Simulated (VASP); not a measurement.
Crystal: P.

```
CELL_PARAMETERS angstrom
-2.04954 2.49647 2.78920
2.04954 -2.49647 2.78920
2.04954 2.49647 -2.78920
ATOMIC_POSITIONS crystal
P 0.00000 0.00000 0.00000
P 0.63322 0.50000 0.13322
P 0.36678 0.50000 0.86678
```

| Item | Value |
| --- | --- |
| Program | VASP 6.6.1 |
| Task | relaxation of cell and atoms |
| Functional | PBE |
| Potentials or basis | VASP PAW PBE potentials, release 64 (P) |
| Cutoff | 600 eV |
| k mesh | 6 × 6 × 6 |
| Occupations | gaussian, width 0.1 eV |
| Spin | no spin polarisation |

At the start: pressure 102.1 GPa; volume 19.03 Å³/atom.

Problem. Where does the relaxation end?

Solution. Over 45 steps the energy falls by 6031.0 meV/atom and the volume is 17.03 Å³/atom (-10.5 %); space group Immm (No. 71, to 0.05 Å).

Step by step:
| step | energy change (eV) | largest force (eV/Å) | pressure (GPa) | volume (Å³) |
| --- | --- | --- | --- | --- |
| 1 | 0.0000 | 83.9870 | 102.08 | 57.09 |
| 3 | -12.7171 | 4.2249 | -10.28 | 138.58 |
| 5 | -14.2681 | 0.8460 | -5.42 | 147.80 |
| 7 | -14.2856 | 1.7852 | -7.34 | 145.57 |
| 9 | -15.1014 | 2.8516 | -3.10 | 126.28 |
| 11 | 4.6022 | 35.5116 | 229.25 | 41.51 |
| 13 | -16.4267 | 3.9896 | 5.81 | 81.84 |
| 15 | -16.9481 | 0.3529 | 1.08 | 76.76 |
| 17 | -17.0414 | 0.5338 | -2.01 | 78.25 |
| 19 | -17.1229 | 0.3013 | -3.39 | 76.76 |
| 21 | -17.8575 | 1.0316 | -3.45 | 60.19 |
| 23 | -17.8933 | 0.9714 | -2.78 | 59.43 |
| 25 | -17.9419 | 0.4491 | -0.02 | 56.23 |
| 27 | -17.9441 | 0.2275 | 0.73 | 55.63 |
| 29 | -18.0249 | 0.2723 | -1.39 | 57.25 |
| 31 | -18.0311 | 0.1630 | -1.92 | 57.87 |
| 33 | -18.0413 | 0.2448 | -0.38 | 56.90 |
| 35 | -18.0519 | 0.1808 | 0.06 | 55.78 |
| 37 | -18.0618 | 0.0986 | 0.93 | 54.02 |
| 39 | -18.0766 | 0.0680 | 0.55 | 53.19 |
| 41 | -18.0823 | 0.0333 | -0.03 | 49.81 |
| 43 | -18.0919 | 0.0410 | 0.15 | 51.23 |
| 45 | -18.0929 | 0.0109 | -0.07 | 51.10 |

Final structure:
```
P
1.0
    -1.32233    4.64798    2.07836
     1.32233   -4.64798    2.07836
     1.32233    4.64798   -2.07836
P
3
Direct
  0.00000 0.00000 0.00000
  0.37859 0.50000 0.87859
  0.62141 0.50000 0.12141
```
